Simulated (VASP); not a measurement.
# TiN (Fm-3m) in VASP: notebook

Runs on TiN. Level: LDA. Tasks: single point.

Program: VASP 6.6.1. These are calculated values, not measurements. Logs are shortened: lines on timing, memory, paths and dates and some standing lists are left out, and cuts for length are marked.

## (1) The cell of the first run

Symmetry: Fm-3m, No. 225, cubic system. Conventional cell: a = 4.173 Å, b = 4.173 Å, c = 4.173 Å, α = 90.00°, β = 90.00°, γ = 90.00°. Ti (site symmetry m-3m) has 6 N at 2.09 Å within 2.8 Å. N (site symmetry m-3m) has 6 Ti at 2.09 Å within 2.8 Å.

## (2) Single point, LDA

INCAR reads:

```
SYSTEM = TiN
ALGO = Normal
EDIFF = 1E-6
ENCUT = 1330
GGA = CA
GGA_COMPAT = .False.
ISIF = 2
ISMEAR = 0
LASPH = .True.
LCHARG = .False.
LREAL = .False.
LWAVE = .False.
NBANDS = 16
NELM = 120
PREC = Accurate
SIGMA = 0.1
```

KPOINTS reads:

```
k-points
0
Gamma
  8 8 8
  0 0 0
```

POSCAR reads:

```
TiN
1.0
    0.0000000000      2.0862956476      2.0862956476
    2.0862956476      0.0000000000      2.0862956476
    2.0862956476      2.0862956476      0.0000000000
Ti N
1 1
Direct
    0.0000000000      0.0000000000      0.0000000000
    0.5000000000      0.5000000000      0.5000000000
```

Potentials or basis: VASP PAW LDA potentials, release 64 (Ti_sv, N_h).

Command:

```
$ cat potpaw_LDA.64/Ti_sv/POTCAR potpaw_LDA.64/N_h/POTCAR > POTCAR
$ mpirun -np 1 vasp_std > vasp.out
```

OUTCAR:

```text
SYSTEM = TiN
   EDIFF = 1E-6
   ENCUT = 1330
   GGA = CA
   ISIF = 2
   ISMEAR = 0
   LASPH = .True.
   LREAL = .False.
   NELM = 120
   PREC = Accurate

 ion  position               nearest neighbor table
   1  0.000  0.000  0.000-   2 2.09   2 2.09   2 2.09   2 2.09   2 2.09   2 2.09
   2  0.500  0.500  0.500-   1 2.09   1 2.09   1 2.09   1 2.09   1 2.09   1 2.09

  LATTYP: Found a face centered cubic cell.
 ALAT       =     4.1725912952

  Lattice vectors:

 A1 = (   0.0000000000,   2.0862956476,   2.0862956476)
 A2 = (   2.0862956476,   0.0000000000,   2.0862956476)
 A3 = (   2.0862956476,   2.0862956476,   0.0000000000)

Analysis of symmetry for initial positions (statically):
=====================================================================
 Subroutine PRICEL returns:
 Original cell was already a primitive cell.

 Routine SETGRP: Setting up the symmetry group for a
 face centered cubic supercell.

 Subroutine GETGRP returns: Found 48 space group operations
 (whereof 48 operations were pure point group operations)
 out of a pool of 48 trial point group operations.

The static configuration has the point symmetry O_h .

Analysis of symmetry for dynamics (positions and initial velocities):
=====================================================================
 Subroutine PRICEL returns:
 Original cell was already a primitive cell.

 Routine SETGRP: Setting up the symmetry group for a
 face centered cubic supercell.

 Subroutine GETGRP returns: Found 48 space group operations
 (whereof 48 operations were pure point group operations)
 out of a pool of 48 trial point group operations.

The dynamic configuration has the point symmetry O_h .

 Subroutine INISYM returns: Found 48 space group operations
 (whereof 48 operations are pure point group operations),
 and found     1 'primitive' translations

----------------------------------------------------------------------------------------

                                     Primitive cell

  volume of cell :      18.1617

  direct lattice vectors                    reciprocal lattice vectors
     0.000000000  2.086295648  2.086295648    -0.239659226  0.239659226  0.239659226
     2.086295648  0.000000000  2.086295648     0.239659226 -0.239659226  0.239659226
     2.086295648  2.086295648  0.000000000     0.239659226  0.239659226 -0.239659226

  length of vectors
     2.950467600  2.950467600  2.950467600     0.415101956  0.415101956  0.415101956

  position of ions in fractional coordinates (direct lattice)
     0.000000000  0.000000000  0.000000000
     0.500000000  0.500000000  0.500000000

  ion indices of the primitive-cell ions
   primitive index   ion index
                 1           1
                 2           2

----------------------------------------------------------------------------------------

 KPOINTS: k-points

Automatic generation of k-mesh.
 Grid dimensions read from file:
 generate k-points for:    8    8    8

 Generating k-lattice:

  Cartesian coordinates                     Fractional coordinates (reciprocal lattice)
    -0.029957403  0.029957403  0.029957403     0.125000000  0.000000000  0.000000000
     0.029957403 -0.029957403  0.029957403     0.000000000  0.125000000  0.000000000
     0.029957403  0.029957403 -0.029957403     0.000000000  0.000000000  0.125000000

  Length of vectors
     0.051887744  0.051887744  0.051887744

  Shift w.r.t. Gamma in fractional coordinates (k-lattice)
     0.000000000  0.000000000  0.000000000

 Subroutine IBZKPT returns following result:
 ===========================================

 Found     29 irreducible k-points:

 Following reciprocal coordinates:
            Coordinates               Weight
  0.000000  0.000000  0.000000      1.000000
  0.125000  0.000000  0.000000      8.000000
  0.250000  0.000000  0.000000      8.000000
  0.375000  0.000000  0.000000      8.000000
  0.500000  0.000000  0.000000      4.000000
  0.125000  0.125000  0.000000      6.000000
[... 16 lines left out ...]
  0.500000  0.250000  0.125000     48.000000
 -0.375000  0.250000  0.125000     24.000000
 [... further k-points ...]
   k-points           NKPTS =     29   k-points in BZ     NKDIM =     29   number of bands    NBANDS=     16
   number of dos      NEDOS =    301   number of ions     NIONS =      2
   total plane-waves  NPLWV =  46656
   dimension x,y,z NGX =    36 NGY =   36 NGZ =   36
   dimension x,y,z NGXF=    72 NGYF=   72 NGZF=   72
   ions per type =               1   1
   NGX,Y,Z   is equivalent  to a cutoff of  20.28, 20.28, 20.28 a.u.
   NGXF,Y,Z  is equivalent  to a cutoff of  40.57, 40.57, 40.57 a.u.
 SYSTEM =  TiN
   PREC   = accura    normal or accurate (medium, high low for compatibility)
   ISTART =      0    job   : 0-new  1-cont  2-samecut
   ICHARG =      2    charge: 1-file 2-atom 10-const
   ISPIN  =      1    spin polarized calculation?
   LNONCOLLINEAR =      F non collinear calculations
   LSORBIT =      F    spin-orbit coupling
   LASPH  =      T    aspherical Exc in radial PAW
   ENCUT  = 1330.0 eV  97.75 Ry    9.89 a.u.   8.77  8.77  8.77*2*pi/ulx,y,z
   NELM   =    120;   NELMIN=  2; NELMDL= -5     # of ELM steps
   EDIFF  = 0.1E-05   stopping-criterion for ELM
   LREAL  =      F    real-space projection
   EDIFFG = 0.1E-04   stopping-criterion for IOM
   NSW    =      0    number of steps for IOM
   IBRION =     -1    ionic relax: 0-MD 1-quasi-New 2-CG
   NFREE  =      0    steps in history (QN), initial steepest desc. (CG)
   ISIF   =      2    stress and relaxation
   ISYM   =      2    0-nonsym 1-usesym 2-fastsym
   POTIM  = 0.5000    time-step for ionic-motion
   TEBEG  =    0.0;   TEEND  =   0.0 temperature during run
   PSTRESS=    0.0 pullay stress
   NELECT =      17.0000    total number of electrons
   NUPDOWN=      -1.0000    fix difference up-down
   EMIN   =  10.00;   EMAX   =-10.00  energy-range for DOS
   EFERMI =   0.00;   METHOD = LEGACY
   ISMEAR =     0;   SIGMA  =   0.10  broadening in eV -4-tet -1-fermi 0-gaus
   EFERMI_NEDOS =   21; number of points for ismear=-14 and -15
   IALGO  =     38    algorithm
   IMIX   =      4    mixing-type and parameters
     AMIX     =   0.40;   BMIX     =  1.00
     AMIX_MAG =   1.60;   BMIX_MAG =  1.00
  volume/ion in A,a.u.               =       9.08        61.28
  Fermi-wavevector in a.u.,A,eV,Ry     =   1.601420  3.026245 34.892773  2.564546
  Thomas-Fermi vector in A             =   2.698401
   LORBIT       =      0    0 simple, 1 ext, 2 COOP (PROOUT), +10 PAW based schemes
   GGA     = CA    functional components
   LHFCALC =     F    Hartree Fock is set to
   AEXX    =    0.0000 exact exchange contribution
   IVDW    =     0    specifies the selected vdW correction
   LEPSILON=     F    determine dielectric tensor
   LRPA    =     F    only Hartree local field effects (RPA)
 non-spin polarized calculation
 Gauss-broadening in eV      SIGMA  =   0.10
  energy-cutoff  :     1330.00
  volume of cell :       18.16
 maximum number of plane-waves:      2018
   NGX = 17   NGY = 17   NGZ = 17

 number of electron      17.0000000 magnetization

 Free energy of the ion-electron system (eV)
  ---------------------------------------------------
  ext. energy  EPLUGINS =         0.00000000
  ---------------------------------------------------
  free energy    TOTEN  =       -21.66593738 eV

  energy without entropy =      -21.65751190  energy(sigma->0) =      -21.66172464

 E-fermi :  12.2641     XC(G=0): -13.6618

 val. band max:       12.2572354477   @ k =   0.3750   0.1250   0.0000
 cond. band min:      12.2887860634   @ k =  -0.3750   0.3750   0.1250
 fundamental gap:      0.0315506157
 Fermi energy:        12.2641036077

 k-point     1 :       0.0000    0.0000    0.0000
  band No.  band energies     occupation
      1     -44.8173      2.00000
      2     -21.1335      2.00000
      3     -21.1335      2.00000
      4     -21.1335      2.00000
      5      -4.8870      2.00000
      6      10.1799      2.00000
[... 8 lines left out ...]
     15      25.5773      0.00000
     16      32.7224      0.00000

 k-point     2 :       0.1250    0.0000    0.0000
  band No.  band energies     occupation
      1     -44.7987      2.00000
      2     -21.2572      2.00000
      3     -21.1434      2.00000
      4     -21.1434      2.00000
      5      -4.5566      2.00000
      6       8.7499      2.00000
[... 8 lines left out ...]
     15      25.8097      0.00000
     16      32.2121      0.00000

 k-point     3 :       0.2500    0.0000    0.0000
  band No.  band energies     occupation
      1     -44.7536      2.00000
      2     -21.5462      2.00000
      3     -21.1671      2.00000
      4     -21.1671      2.00000
      5      -3.6932      2.00000
      6       6.5524      2.00000
[... 8 lines left out ...]
     15      25.6044      0.00000
     16      30.3630      0.00000

 k-point     4 :       0.3750    0.0000    0.0000
  band No.  band energies     occupation
      1     -44.7080      2.00000
      2     -21.8230      2.00000
      3     -21.1905      2.00000
      4     -21.1905      2.00000
      5      -2.6626      2.00000
      6       4.6814      2.00000
[... 8 lines left out ...]
     15      26.0172      0.00000
     16      28.1643      0.00000

 k-point     5 :       0.5000    0.0000    0.0000
  band No.  band energies     occupation
      1     -44.6889      2.00000
      2     -21.9345      2.00000
      3     -21.2002      2.00000
      4     -21.2002      2.00000
      5      -2.1366      2.00000
      6       3.8782      2.00000
[... 8 lines left out ...]
     15      26.6352      0.00000
     16      27.1862      0.00000

 k-point     6 :       0.1250    0.1250    0.0000
  band No.  band energies     occupation
      1     -44.7926      2.00000
      2     -21.2485      2.00000
      3     -21.1707      2.00000
      4     -21.1707      2.00000
      5      -4.4716      2.00000
      6       7.9283      2.00000
[... 8 lines left out ...]
     15      26.0165      0.00000
     16      31.5935      0.00000

 k-point     7 :       0.2500    0.1250    0.0000
  band No.  band energies     occupation
      1     -44.7563      2.00000
      2     -21.4599      2.00000
      3     -21.2068      2.00000
      4     -21.1908      2.00000
      5      -3.8611      2.00000
      6       6.5523      2.00000
[... 8 lines left out ...]
     15      25.9910      0.00000
     16      30.3652      0.00000

 k-point     8 :       0.3750    0.1250    0.0000
  band No.  band energies     occupation
      1     -44.7109      2.00000
      2     -21.7235      2.00000
      3     -21.2304      2.00000
      4     -21.2269      2.00000
      5      -2.9961      2.00000
      6       5.2435      2.00000
[... 8 lines left out ...]
     15      25.7185      0.00000
     16      28.3313      0.00000

 k-point     9 :       0.5000    0.1250    0.0000
  band No.  band energies     occupation
      1     -44.6829      2.00000
      2     -21.8776      2.00000
      3     -21.2684      2.00000
      4     -21.2279      2.00000
      5      -2.3530      2.00000
      6       4.3322      2.00000
[... 8 lines left out ...]
     15      26.1858      0.00000
     16      27.0088      0.00000
[... 172 lines left out ...]
 k-point    19 :       0.5000    0.3750    0.0000
  band No.  band energies     occupation
      1     -44.6537      2.00000
      2     -21.7549      2.00000
      3     -21.4254      2.00000
      4     -21.3599      2.00000
      5      -3.2744      2.00000
      6       6.1813      2.00000
[... 8 lines left out ...]
     15      24.8794      0.00000
     16      26.6276      0.00000

 k-point    20 :      -0.3750    0.3750    0.0000
  band No.  band energies     occupation
      1     -44.6508      2.00000
      2     -21.6813      2.00000
      3     -21.5706      2.00000
      4     -21.3210      2.00000
      5      -2.9486      2.00000
      6       6.2464      2.00000
[... 8 lines left out ...]
     15      24.4968      0.00000
     16      25.6389      0.00000

 k-point    21 :       0.5000    0.5000    0.0000
  band No.  band energies     occupation
      1     -44.6476      2.00000
      2     -21.7962      2.00000
      3     -21.3869      2.00000
      4     -21.3869      2.00000
      5      -3.4488      2.00000
      6       6.3713      2.00000
[... 8 lines left out ...]
     15      24.4298      0.00000
     16      27.3319      0.00000

 k-point    22 :       0.3750    0.2500    0.1250
  band No.  band energies     occupation
      1     -44.7200      2.00000
      2     -21.5975      2.00000
      3     -21.3096      2.00000
      4     -21.2073      2.00000
      5      -3.3317      2.00000
      6       5.7033      2.00000
[... 8 lines left out ...]
     15      25.6859      0.00000
     16      27.9713      0.00000

 k-point    23 :       0.5000    0.2500    0.1250
  band No.  band energies     occupation
      1     -44.6834      2.00000
      2     -21.7415      2.00000
      3     -21.3813      2.00000
      4     -21.2445      2.00000
      5      -2.7736      2.00000
      6       5.1296      2.00000
[... 8 lines left out ...]
     15      25.3317      0.00000
     16      26.8428      0.00000

 k-point    24 :      -0.3750    0.2500    0.1250
  band No.  band energies     occupation
      1     -44.6681      2.00000
      2     -21.8038      2.00000
      3     -21.3995      2.00000
      4     -21.2677      2.00000
      5      -2.5309      2.00000
      6       4.8932      2.00000
[... 8 lines left out ...]
     15      25.5583      0.00000
     16      26.5799      0.00000

 [... further k-points ...]

------------------------ aborting loop because EDIFF is reached ----------------------------------------

  FORCE on cell =-STRESS in cart. coord.  units (eV):
  Direction    XX          YY          ZZ          XY          YZ          ZX
  --------------------------------------------------------------------------------------
  -------------------------------------------------------------------------------------
  Total        0.1092262      0.1092262      0.1092262      0.0000000     -0.0000000     -0.0000000
  in kB        9.6356261      9.6356261      9.6356261      0.0000000     -0.0000000     -0.0000000
  external PRESSURE =       9.6356261 kB  Pullay stress =       0.0000000 kB

 VOLUME and BASIS-vectors are now :
 -----------------------------------------------------------------------------
  energy-cutoff  :     1330.00
  volume of cell :       18.16
      direct lattice vectors                 reciprocal lattice vectors
     0.000000000  2.086295648  2.086295648    -0.239659226  0.239659226  0.239659226
     2.086295648  0.000000000  2.086295648     0.239659226 -0.239659226  0.239659226
     2.086295648  2.086295648  0.000000000     0.239659226  0.239659226 -0.239659226

 POSITION                                       TOTAL-FORCE (eV/Angst)
 -----------------------------------------------------------------------------------
      0.00000      0.00000      0.00000        -0.000000     -0.000000     -0.000000
      2.08630      2.08630      2.08630         0.000000      0.000000      0.000000
 -----------------------------------------------------------------------------------
    total drift:                                0.000000      0.000000      0.000000

  FREE ENERGIE OF THE ION-ELECTRON SYSTEM (eV)
  ---------------------------------------------------
  free  energy   TOTEN  =       -21.6659373755 eV

  energy  without entropy=      -21.6575118951  energy(sigma->0) =      -21.66172464
```

Run time: 29 s. Hardware: 1 thread of Intel Xeon Platinum 8488C (Sapphire Rapids), shared host; peak memory 0.2 GiB.

Results:

```
Free energy            : -21.6659 eV
Pressure               : 1.0 GPa
Band gap on the k mesh : zero (an odd number of electrons rules out a gap without spin polarisation)
```

Caveat: an odd number of electrons without spin polarisation forces a metal; a magnetic or distorted state may lie lower.

## (3) Single point, LDA

INCAR reads:

```
SYSTEM = TiN
PREC = Accurate
ENCUT = 1330
EDIFF = 1E-6
ISMEAR = -1
SIGMA = 0.15
LREAL = .False.
LASPH = .True.
NELM = 120
ALGO = Normal
ISIF = 2
LWAVE = .False.
LCHARG = .True.
GGA = CA
LELF = .True.
LVHAR = .True.
NBANDS = 16
GGA_COMPAT = .False.
```

KPOINTS reads:

```
regular mesh
0
Gamma
  18 18 18
  0 0 0
```

POSCAR reads:

```
TiN
1.0
    0.0000000000      2.0866176881      2.0866176881
    2.0866176881      0.0000000000      2.0866176881
    2.0866176881      2.0866176881      0.0000000000
Ti N
1 1
Direct
    0.0000000000      0.0000000000      0.0000000000
    0.5000000000      0.5000000000      0.5000000000
```

Potentials or basis: VASP PAW LDA potentials, release 64 (Ti_sv, N_h).

Command:

```
$ cat potpaw_LDA.64/Ti_sv/POTCAR potpaw_LDA.64/N_h/POTCAR > POTCAR
$ mpirun -np 1 vasp_std > vasp.out
```

OUTCAR:

```text
SYSTEM = TiN
   PREC = Accurate
   ENCUT = 1330
   EDIFF = 1E-6
   ISMEAR = -1
   LREAL = .False.
   LASPH = .True.
   NELM = 120
   ISIF = 2
   GGA = CA

 ion  position               nearest neighbor table
   1  0.000  0.000  0.000-   2 2.09   2 2.09   2 2.09   2 2.09   2 2.09   2 2.09
   2  0.500  0.500  0.500-   1 2.09   1 2.09   1 2.09   1 2.09   1 2.09   1 2.09

  LATTYP: Found a face centered cubic cell.
 ALAT       =     4.1732353762

  Lattice vectors:

[... 640 lines left out ...]
 [... further k-points ...]

------------------------ aborting loop because EDIFF is reached ----------------------------------------

  FORCE on cell =-STRESS in cart. coord.  units (eV):
  Direction    XX          YY          ZZ          XY          YZ          ZX
  --------------------------------------------------------------------------------------
  -------------------------------------------------------------------------------------
  Total        0.1080943      0.1080943      0.1080943      0.0000000      0.0000000     -0.0000000
  in kB        9.5313538      9.5313538      9.5313538      0.0000000      0.0000000     -0.0000000
  external PRESSURE =       9.5313538 kB  Pullay stress =       0.0000000 kB

 VOLUME and BASIS-vectors are now :
 -----------------------------------------------------------------------------
  energy-cutoff  :     1330.00
  volume of cell :       18.17
      direct lattice vectors                 reciprocal lattice vectors
     0.000000000  2.086617688  2.086617688    -0.239622238  0.239622238  0.239622238
     2.086617688  0.000000000  2.086617688     0.239622238 -0.239622238  0.239622238
     2.086617688  2.086617688  0.000000000     0.239622238  0.239622238 -0.239622238

 POSITION                                       TOTAL-FORCE (eV/Angst)
 -----------------------------------------------------------------------------------
      0.00000      0.00000      0.00000         0.000000      0.000000     -0.000000
      2.08662      2.08662      2.08662        -0.000000      0.000000      0.000000
 -----------------------------------------------------------------------------------
    total drift:                                0.000000      0.000000      0.000000

  FREE ENERGIE OF THE ION-ELECTRON SYSTEM (eV)
  ---------------------------------------------------
  free  energy   TOTEN  =       -21.7052202390 eV

  energy  without entropy=      -21.6464172370  energy(sigma->0) =      -21.67581874
```

stdout:

```text
POSCAR found type information on POSCAR TiN
 POSCAR found :  2 types and       2 ions
 scaLAPACK will be used
 LDA part: xc-table for (Slater(with rela. corr.)+CA(PZ))
 , standard interpolation
 POSCAR, INCAR and KPOINTS ok, starting setup
 FFT: planning ... GRIDC
 FFT: planning ... GRID_SOFT
 FFT: planning ... GRID
 WAVECAR not read
 entering main loop
```

Run time: 6.3 min. Hardware: 1 thread of Intel Xeon Platinum 8259CL at 2.50GHz (Skylake/Cascade Lake), shared host; peak memory 0.35 GiB.

Results:

| Item | Value |
| --- | --- |
| Free energy | -21.7052 eV |
| Pressure | 1.0 GPa |
| Band gap on the k mesh | zero (an odd number of electrons rules out a gap without spin polarisation) |

Caveat: an odd number of electrons without spin polarisation forces a metal; a magnetic or distorted state may lie lower.

The gap in the log of VASP goes by the Fermi energy; the results here count the filled bands.